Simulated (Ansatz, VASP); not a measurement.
**Sc: VASP beside Ansatz**

```
CELL_PARAMETERS angstrom
-1.91721 1.91721 1.71760
1.91721 -1.91721 1.71760
1.91721 1.91721 -1.71760
ATOMIC_POSITIONS crystal
Sc 0.00000 0.00000 0.00000
```

Alike in both runs: task single point; functional r2SCAN; k mesh 26 × 26 × 26; occupations gaussian, width 0.1 eV; no spin polarisation.

|  | VASP | Ansatz |
| --- | --- | --- |
| version | VASP 6.6.1 | Ansatz 0.2.0 |
| potentials or method | VASP PAW PBE potentials, release 64 (Sc_sv), cutoff 520 eV | scalar-relativistic, plane waves, PAW |
| valence electrons in the cell | 11 | 11 |

```csv
,VASP,Ansatz,Ansatz less VASP
gap on the k mesh at the Fermi level (eV),none,none,-
pressure (GPa),-0.1,-0.3,-0.19
"traceless stress, the component that is largest in VASP (GPa)",1.69,1.70,+0.008
```

VASP's potentials were made for PBE, not for r2SCAN. A gap of «none» marks a metal or a gap that the smearing closes.
